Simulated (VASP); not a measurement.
# Li2Se in VASP: notebook

Li2Se is run at these levels: PBEsol, revPBE+D3(BJ); tasks: single point, relaxation of the atoms.

Everything below comes from runs of VASP 6.6.1. Logs are shortened: lines on timing, memory, paths and dates and some standing lists are left out, and cuts for length are marked.

## 1. The cell of the first run

Symmetry: R-3m, No. 166, trigonal system. The conventional cell has a = 4.193 Å, b = 4.193 Å, c = 10.348 Å, α = 90.00°, β = 90.00°, γ = 120.00°. Li (site symmetry 3m) has 4 Se at 2.57 to 2.58 Å and 6 Li at 2.97 to 2.98 Å within 3.4 Å. Se (site symmetry -3m) has 8 Li at 2.57 to 2.58 Å within 3.4 Å.

## 2. Single point, PBEsol (equal xy, yz and zx engineering shears of +0.5 %)

INCAR

```
ALGO     = Normal         # electronic algorithm
EDIFF    = 1E-6           # SCF threshold, eV
ENCUT    = 750            # plane-wave cutoff, eV
GGA      = PS             # functional
GGA_COMPAT= F            
ISIF     = 2              # what is computed and relaxed
ISMEAR   = 0              # smearing method
LASPH    = T              # aspherical terms in the spheres
LCHARG   = F              # write CHGCAR
LREAL    = F              # projectors in reciprocal space
LWAVE    = F              # write WAVECAR
NBANDS   = 13             # bands
NELM     = 120            # most SCF steps
PREC     = Accurate       # precision mode
SIGMA    = 0.01           # smearing width, eV
```

KPOINTS

```
k-points
0
Gamma
  6 6 6
```

POSCAR

```
Li2Se
1.0
    0.0148618809      2.9798071282      2.9798071282
    2.9798071282      0.0148618809      2.9798071282
    2.9798071282      2.9798071282      0.0148618809
Li Se
2 1
Direct
    0.2495851957      0.2495851957      0.2495851957
    0.7504148043      0.7504148043      0.7504148043
    0.0000000000      0.0000000000      0.0000000000
```

Potentials or basis: VASP PAW PBE potentials, release 64 (Li_sv, Se).

Launch:

```sh
$ cat potpaw_PBE.64/Li_sv/POTCAR potpaw_PBE.64/Se/POTCAR > POTCAR
$ mpirun -np 1 vasp_std > vasp.out
```

OUTCAR:

```text
EDIFF = 1E-6
   ENCUT = 750
   GGA = PS
   ISIF = 2
   ISMEAR = 0
   LASPH = T
   LREAL = F
   NELM = 120
   PREC = Accurate

 ion  position               nearest neighbor table
   1  0.250  0.250  0.250-   3 2.57   3 2.57   3 2.57   3 2.58
   2  0.750  0.750  0.750-   3 2.57   3 2.57   3 2.57   3 2.58
   3  0.000  0.000  0.000-   2 2.57   2 2.57   2 2.57   1 2.57   1 2.57   1 2.57   2 2.58   1 2.58

  LATTYP: Found a trigonal (rhomboedric) cell.
 ALAT       =     4.2141098607
 COS(alpha) =     0.5049812503

  Lattice vectors:

 A1 = (   0.0148618809,   2.9798071282,   2.9798071282)
 A2 = (   2.9798071282,   0.0148618809,   2.9798071282)
 A3 = (   2.9798071282,   2.9798071282,   0.0148618809)

Analysis of symmetry for initial positions (statically):
=====================================================================
 Subroutine PRICEL returns:
 Original cell was already a primitive cell.

 Routine SETGRP: Setting up the symmetry group for a
 trigonal (rhombohedral) supercell.

 Subroutine GETGRP returns: Found 12 space group operations
 (whereof 12 operations were pure point group operations)
 out of a pool of 12 trial point group operations.

The static configuration has the point symmetry D_3d.

Analysis of symmetry for dynamics (positions and initial velocities):
=====================================================================
 Subroutine PRICEL returns:
 Original cell was already a primitive cell.

 Routine SETGRP: Setting up the symmetry group for a
 trigonal (rhombohedral) supercell.

 Subroutine GETGRP returns: Found 12 space group operations
 (whereof 12 operations were pure point group operations)
 out of a pool of 12 trial point group operations.

The dynamic configuration has the point symmetry D_3d.

 Subroutine INISYM returns: Found 12 space group operations
 (whereof 12 operations are pure point group operations),
 and found     1 'primitive' translations

----------------------------------------------------------------------------------------

                                     Primitive cell

  volume of cell :      52.5210

  direct lattice vectors                    reciprocal lattice vectors
     0.014861881  2.979807128  2.979807128    -0.169056674  0.168217683  0.168217683
     2.979807128  0.014861881  2.979807128     0.168217683 -0.169056674  0.168217683
     2.979807128  2.979807128  0.014861881     0.168217683  0.168217683 -0.169056674

  length of vectors
     4.214109861  4.214109861  4.214109861     0.291846769  0.291846769  0.291846769

  position of ions in fractional coordinates (direct lattice)
     0.249585196  0.249585196  0.249585196
     0.750414804  0.750414804  0.750414804
     0.000000000  0.000000000  0.000000000

  ion indices of the primitive-cell ions
   primitive index   ion index
                 1           1
                 2           2
                 3           3

----------------------------------------------------------------------------------------

 KPOINTS: k-points

Automatic generation of k-mesh.
 Grid dimensions read from file:
 generate k-points for:    6    6    6

 Generating k-lattice:

  Cartesian coordinates                     Fractional coordinates (reciprocal lattice)
    -0.028176112  0.028036280  0.028036280     0.166666667 -0.000000000 -0.000000000
     0.028036280 -0.028176112  0.028036280    -0.000000000  0.166666667 -0.000000000
     0.028036280  0.028036280 -0.028176112    -0.000000000 -0.000000000  0.166666667

  Length of vectors
     0.048641128  0.048641128  0.048641128

  Shift w.r.t. Gamma in fractional coordinates (k-lattice)
     0.000000000  0.000000000  0.000000000

 Subroutine IBZKPT returns following result:
 ===========================================

 Found     32 irreducible k-points:

 Following reciprocal coordinates:
            Coordinates               Weight
  0.000000  0.000000  0.000000      1.000000
  0.166667  0.000000  0.000000      6.000000
  0.333333  0.000000  0.000000      6.000000
  0.500000 -0.000000 -0.000000      3.000000
[... 42 lines left out ...]
  free energy    TOTEN  =       -11.55908881 eV

  energy without entropy =      -11.55908881  energy(sigma->0) =      -11.55908881

 E-fermi :   1.1568     XC(G=0):  -8.4921

 val. band max:        1.1034630791   @ k =   0.0000   0.0000   0.0000
 cond. band min:       3.9003646646   @ k =   0.5000   0.5000   0.0000
 fundamental gap:      2.7969015854
 Fermi energy:         1.1567614656

 k-point     1 :       0.0000    0.0000    0.0000
  band No.  band energies     occupation
      1     -42.8797      2.00000
      2     -42.8507      2.00000
      3     -10.3988      2.00000
      4       1.0701      2.00000
      5       1.1035      2.00000
      6       1.1035      2.00000
      7       4.4556      0.00000
      8       6.6158      0.00000
      9       6.7002      0.00000
     10       6.7002      0.00000
     11      11.7235      0.00000
     12      11.7235      0.00000
     13      12.0153      0.00000

 k-point     2 :       0.1667    0.0000    0.0000
  band No.  band energies     occupation
      1     -42.8776      2.00000
      2     -42.8526      2.00000
      3     -10.3091      2.00000
      4       0.0205      2.00000
      5       0.9121      2.00000
      6       0.9376      2.00000
      7       5.1950      0.00000
      8       7.0047      0.00000
      9       7.0700      0.00000
     10       7.3664      0.00000
     11      10.1845      0.00000
     12      10.2171      0.00000
     13      12.2218      0.00000

 k-point     3 :       0.3333    0.0000    0.0000
  band No.  band energies     occupation
      1     -42.8721      2.00000
      2     -42.8576      2.00000
      3     -10.1135      2.00000
      4      -1.3892      2.00000
      5       0.6405      2.00000
      6       0.6589      2.00000
      7       5.9352      0.00000
      8       7.1460      0.00000
      9       7.1804      0.00000
     10       8.5559      0.00000
     11      10.6614      0.00000
     12      10.7531      0.00000
     13      12.9790      0.00000
[... 305 lines left out ...]
 k-point    23 :       0.5000    0.5000    0.1667
  band No.  band energies     occupation
      1     -42.8687      2.00000
      2     -42.8604      2.00000
      3      -9.9249      2.00000
      4      -1.2340      2.00000
      5      -0.5953      2.00000
      6      -0.2028      2.00000
      7       4.7138      0.00000
      8       7.7361      0.00000
      9       9.6679      0.00000
     10       9.9512      0.00000
     11      11.9600      0.00000
     12      12.7771      0.00000
     13      13.4924      0.00000

 k-point    24 :      -0.3333    0.5000    0.1667
  band No.  band energies     occupation
      1     -42.8669      2.00000
      2     -42.8621      2.00000
      3      -9.8860      2.00000
      4      -1.0935      2.00000
      5      -0.6995      2.00000
      6      -0.6673      2.00000
      7       5.2334      0.00000
      8       8.1876      0.00000
      9       8.6586      0.00000
     10      10.4526      0.00000
     11      11.8726      0.00000
     12      12.7778      0.00000
     13      13.1690      0.00000

 [... further k-points ...]
[... 5 lines left out ...]
  --------------------------------------------------------------------------------------
  -------------------------------------------------------------------------------------
  Total        0.0072810      0.0072810      0.0072810     -0.0459967     -0.0459967     -0.0459967
  in kB        0.2221090      0.2221090      0.2221090     -1.4031507     -1.4031507     -1.4031507
  external PRESSURE =       0.2221090 kB  Pullay stress =       0.0000000 kB

 VOLUME and BASIS-vectors are now :
 -----------------------------------------------------------------------------
  energy-cutoff  :      750.00
  volume of cell :       52.52
      direct lattice vectors                 reciprocal lattice vectors
     0.014861881  2.979807128  2.979807128    -0.169056674  0.168217683  0.168217683
     2.979807128  0.014861881  2.979807128     0.168217683 -0.169056674  0.168217683
     2.979807128  2.979807128  0.014861881     0.168217683  0.168217683 -0.169056674

 POSITION                                       TOTAL-FORCE (eV/Angst)
 -----------------------------------------------------------------------------------
      1.49114      1.49114      1.49114         0.000999      0.000999      0.000999
      4.48334      4.48334      4.48334        -0.000999     -0.000999     -0.000999
      0.00000      0.00000      0.00000        -0.000000      0.000000     -0.000000
 -----------------------------------------------------------------------------------
    total drift:                                0.000000      0.000000     -0.000000

  FREE ENERGIE OF THE ION-ELECTRON SYSTEM (eV)
  ---------------------------------------------------
  free  energy   TOTEN  =       -11.5590888127 eV

  energy  without entropy=      -11.5590888127  energy(sigma->0) =      -11.55908881
```

Wall time 88 s (1 thread of Intel Xeon 8259CL, shared host); peak memory 0.25 GiB.

What came out:

```yaml
Free_energy: -11.5591 eV
Pressure: 0.0 GPa
Band_gap_on_the_k_mesh: 2.80 eV (least direct gap 3.35 eV)
```

Stress tensor (GPa, compression positive):
```
 0.02 -0.14 -0.14
-0.14  0.02 -0.14
-0.14 -0.14  0.02
```

Caveat: the cell differs from its parent crystal (equal xy, yz and zx engineering shears of +0.5 %); the PAW data sets were made with another functional, which shifts forces and pressure a little. A k mesh can miss the band edges.

## 3. Single point, PBEsol, non-collinear spin, zero start, spin-orbit coupling

INCAR

```
SYSTEM = Li2Se
PREC = Accurate
ENCUT = 750
EDIFF = 1E-6
ISMEAR = 0
SIGMA = 0.01
LREAL = .False.
LASPH = .True.
NELM = 200
ALGO = Normal
ISIF = 2
LWAVE = .False.
LCHARG = .True.
MAGMOM = 0 0 0 0 0 0 0 0 0
LORBIT = 11
LSORBIT = .True.
GGA_COMPAT = .False.
LORBMOM = .True.
GGA = PS
LVHAR = .True.
NBANDS = 25
```

KPOINTS

```
Automatic mesh
0
Gamma
  6 6 6
  0 0 0
```

POSCAR

```
Li2Se
1.0
    0.0000000000      2.9723761877      2.9723761877
    2.9723761877      0.0000000000      2.9723761877
    2.9723761877      2.9723761877      0.0000000000
Li Se
2 1
Direct
    0.2500000000      0.2500000000      0.2500000000
    0.7500000000      0.7500000000      0.7500000000
    0.0000000000      0.0000000000      0.0000000000
```

Potentials or basis: VASP PAW PBE potentials, release 64 (Li_sv, Se).

Launch:

```sh
$ cat potpaw_PBE.64/Li_sv/POTCAR potpaw_PBE.64/Se/POTCAR > POTCAR
$ mpirun -np 1 vasp_ncl > vasp.out
```

Run time: 4.2 min. Hardware: 1 thread of Intel Xeon 8259CL, shared host; peak memory 0.5 GiB.

It converged, with:

| Property | Result |
| --- | --- |
| Free energy | -11.5767 eV |
| Pressure | 0.0 GPa |
| Net moment | 0.00 μB per cell |
| Valence electrons inside the program's atomic spheres | Li 2.08; Se 3.93 |

Moments on the atoms (μB; x, y, z):
```
Li  0.00 0.00 0.00
Li  0.00 0.00 0.00
Se  0.00 0.00 0.00
```

Caveat: the PAW data sets were made with another functional, which shifts forces and pressure a little.

## 4. Single point, revPBE+D3(BJ), non-collinear spin, zero start, spin-orbit coupling

INCAR: that of step 3 with these lines changed.

```diff
@@ -12,3 +12,3 @@
 LWAVE = .False.
-LCHARG = .True.
+LCHARG = .False.
 MAGMOM = 0 0 0 0 0 0 0 0 0
@@ -18,4 +18,4 @@
 LORBMOM = .True.
-GGA = PS
-LVHAR = .True.
+GGA = RE
+IVDW = 12
 NBANDS = 25
```

KPOINTS

```
regular mesh
0
Gamma
  6 6 6
  0 0 0
```

POSCAR is that of step 3.

Launch:

```sh
$ cat potpaw_PBE.64/Li_sv/POTCAR potpaw_PBE.64/Se/POTCAR > POTCAR
$ mpirun -np 1 vasp_ncl > vasp.out
```

It took 4.1 min on 1 thread of Intel Xeon 8259CL, shared host; peak memory 0.51 GiB.

The run converged. Its results:

```
Free energy                                           : -12.1701 eV
Pressure                                              : -3.0 GPa
Net moment                                            : 0.00 μB per cell
Valence electrons inside the program's atomic spheres : Li 2.07; Se 3.95
Dispersion energy per atom                            : -0.524 eV
```

Moments on the atoms (μB; x, y, z):
```
Li  0.00 0.00 0.00
Li  0.00 0.00 0.00
Se  0.00 0.00 0.00
```

Caveat: three body term missing; the cell stands under tension; the PAW data sets were made with another functional, which shifts forces and pressure a little.

## 5. Relaxation of the atoms, PBEsol (equal xy, yz and zx engineering shears of -0.5 %)

INCAR

```
PREC     = Accurate       # precision mode
ENCUT    = 650            # plane-wave cutoff, eV
EDIFF    = 1E-7           # SCF threshold, eV
ISMEAR   = 0              # smearing method
SIGMA    = 0.01           # smearing width, eV
LREAL    = F              # projectors in reciprocal space
LASPH    = T              # aspherical terms in the spheres
NELM     = 120            # most SCF steps
ALGO     = Normal         # electronic algorithm
ISIF     = 2              # what is computed and relaxed
LWAVE    = F              # write WAVECAR
LCHARG   = F              # write CHGCAR
GGA      = PS             # functional
IBRION   = 2              # ionic algorithm
NSW      = 50             # ionic steps
EDIFFG   = -0.002         # ionic threshold
GGA_COMPAT= F            
NELMIN   = 4
```

KPOINTS

```
Automatic mesh
0
Gamma
  6 6 6
```

POSCAR

```
Li2Se
1.0
   -0.0148618809      2.9649452473      2.9649452473
    2.9649452473     -0.0148618809      2.9649452473
    2.9649452473      2.9649452473     -0.0148618809
Li Se
2 1
Direct
    0.2500000000      0.2500000000      0.2500000000
    0.7500000000      0.7500000000      0.7500000000
    0.0000000000      0.0000000000      0.0000000000
```

Launch:

```sh
$ cat potpaw_PBE.64/Li_sv/POTCAR potpaw_PBE.64/Se/POTCAR > POTCAR
$ mpirun -np 1 vasp_std > vasp.out
```

Wall time 1.7 min (1 thread of Intel Xeon 8259CL, shared host); peak memory 0.21 GiB.

It converged, with:

| Property | Result |
| --- | --- |
| Free energy | -11.5596 eV |
| Energy gained by relaxing | 0.0 meV/atom |
| Ionic steps | 5 |
| Pressure after relaxing | 0.0 GPa |
| Band gap on the k mesh | 2.79 eV (least direct gap 3.35 eV) |

Stress tensor (GPa, compression positive):
```
-0.02  0.14  0.14
 0.14 -0.02  0.14
 0.14  0.14 -0.02
```

Final structure:
```
Li Se
1.0
    -0.01486    2.96495    2.96495
     2.96495   -0.01486    2.96495
     2.96495    2.96495   -0.01486
Li Se
2 1
Direct
  0.25039 0.25039 0.25039
  0.74961 0.74961 0.74961
  0.00000 0.00000 0.00000
```

Levels at points of the mesh, in eV from the valence-band top:
```tsv
k point	band 4	band 5	band 6	band 7	band 8	band 9
(0.00, 0.00, 0.00)	-0.03	-0.03	0.00	3.35	5.53	5.53
(0.50, 0.00, 0.00)	-3.06	-0.57	-0.56	5.13	5.88	5.91
(0.50, 0.50, 0.00)	-2.39	-1.56	-1.52	2.79	6.19	10.39
(0.50, 0.50, 0.50)	-3.06	-0.60	-0.60	5.12	5.84	5.84
```

Caveat: the cell differs from its parent crystal (equal xy, yz and zx engineering shears of -0.5 %); the PAW data sets were made with another functional, which shifts forces and pressure a little. A k mesh can miss the band edges.

## 6. Relaxation of the atoms, PBEsol (equal xy, yz and zx engineering shears of +0.5 %)

INCAR

```
SYSTEM = Li2Se
PREC = Accurate
ENCUT = 650
EDIFF = 1E-7
ISMEAR = 0
SIGMA = 0.01
LREAL = .False.
LASPH = .True.
NELM = 120
ALGO = Normal
ISIF = 2
LWAVE = .False.
LCHARG = .False.
GGA = PS
IBRION = 2
NSW = 50
EDIFFG = -0.002
GGA_COMPAT = .False.
NELMIN = 4
```

KPOINTS

```
Automatic mesh
0
Gamma
  6 6 6
  0 0 0
```

POSCAR

```
Li2Se
1.0
    0.0148618809      2.9798071282      2.9798071282
    2.9798071282      0.0148618809      2.9798071282
    2.9798071282      2.9798071282      0.0148618809
Li Se
2 1
Direct
    0.2500000000      0.2500000000      0.2500000000
    0.7500000000      0.7500000000      0.7500000000
    0.0000000000      0.0000000000      0.0000000000
```

Potentials or basis: VASP PAW PBE potentials, release 64 (Li_sv, Se).

Launch:

```sh
$ cat potpaw_PBE.64/Li_sv/POTCAR potpaw_PBE.64/Se/POTCAR > POTCAR
$ mpirun -np 1 vasp_std > vasp.out
```

It took 1.9 min on 1 thread of Intel Xeon 8259CL, shared host; peak memory 0.22 GiB.

It converged, with:

- Free energy: -11.5596 eV
- Energy gained by relaxing: 0.0 meV/atom
- Ionic steps: 5
- Pressure after relaxing: 0.0 GPa
- Band gap on the k mesh: 2.80 eV (least direct gap 3.36 eV)

Stress tensor (GPa, compression positive):
```
-0.03 -0.14 -0.14
-0.14 -0.03 -0.14
-0.14 -0.14 -0.03
```

Final structure:
```xyz
3
Lattice="0.0149 2.9798 2.9798 2.9798 0.0149 2.9798 2.9798 2.9798 0.0149" Properties=species:S:1:pos:R:3 pbc="T T T"
Li    1.4915    1.4915    1.4915
Li    4.4830    4.4830    4.4830
Se    0.0000    0.0000    0.0000
```

Levels at points of the mesh, in eV from the valence-band top:
```csv
k point,band 2,band 3,band 4,band 5,band 6,band 7,band 8,band 9,band 10
"(0.00, 0.00, 0.00)",-43.96,-11.50,-0.03,0.00,0.00,3.36,5.51,5.60,5.60
"(0.50, 0.00, 0.00)",-43.97,-11.11,-3.05,-0.58,-0.56,5.13,5.86,5.89,7.89
"(0.50, 0.50, 0.00)",-43.97,-10.99,-2.38,-1.55,-1.51,2.80,6.20,10.40,10.41
"(0.50, 0.50, 0.50)",-43.97,-11.12,-3.05,-0.54,-0.54,5.15,5.93,5.93,7.90
```

Caveat: the cell differs from its parent crystal (equal xy, yz and zx engineering shears of +0.5 %); the PAW data sets were made with another functional, which shifts forces and pressure a little. A k mesh can miss the band edges.

## 7. The runs side by side

| task | level | spin | cell | cutoff (eV) | gap on the mesh (eV) | pressure (GPa) | moment (μB) |
| --- | --- | --- | --- | --- | --- | --- | --- |
| single point | PBEsol | off | a = 4.214 Å, angles 59.7°, 3 atoms | 750 | 2.80 | 0.0 | - |
| single point | PBEsol | non-collinear, zero start, SOC | a = 4.204 Å, angles 60.0°, 3 atoms | 750 | - | 0.0 | 0.00 |
| single point | revPBE+D3(BJ) | non-collinear, zero start, SOC | a = 4.204 Å, angles 60.0°, 3 atoms | 750 | - | -3.0 | 0.00 |
| relaxation of the atoms | PBEsol | off | atoms relaxed from a = 4.193 Å, angles 60.3°, 3 atoms | 650 | 2.79 | 0.0 | - |
| relaxation of the atoms | PBEsol | off | atoms relaxed from a = 4.214 Å, angles 59.7°, 3 atoms | 650 | 2.80 | 0.0 | - |

Alike in all rows: potentials or basis VASP PAW PBE potentials, release 64 (Li_sv, Se); k mesh 6 × 6 × 6; smearing gaussian 0.01 eV.

Caveats: the PAW data sets were made with another functional, which shifts forces and pressure a little; three body term missing (at least some runs); the cell stands under tension (at least some runs).

Absolute energies hang on the potentials; compare differences alone.
